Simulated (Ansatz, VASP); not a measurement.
## Zn: VASP beside Ansatz

```
Zn
1.0
     2.66480    0.00000    0.00000
    -1.33240    2.30778    0.00000
     0.00000    0.00000    4.94670
Zn
2
Direct
  0.33333 0.66667 0.25000
  0.66667 0.33333 0.75000
```

Alike in both runs: task single point; functional LDA; k mesh 18 × 18 × 8; occupations fermi-dirac, width 0.03 eV; no spin polarisation.

|  | VASP | Ansatz |
| --- | --- | --- |
| version | VASP 6.6.1 | Ansatz 0.2.0 |
| potentials or method | VASP PAW LDA potentials, release 64 (Zn), cutoff 520 eV | all-electron LAPW, scalar-relativistic |

```csv
,VASP,Ansatz,Ansatz less VASP
pressure (GPa),-8.4,-8.8,-0.44
"traceless stress, the component that is largest in VASP (GPa)",2.27,2.42,+0.150
```

LDA's correlation is that of Perdew and Zunger in VASP and of Perdew and Wang (1992) in Ansatz. Ansatz ran all-electron here, and VASP with PAW potentials.
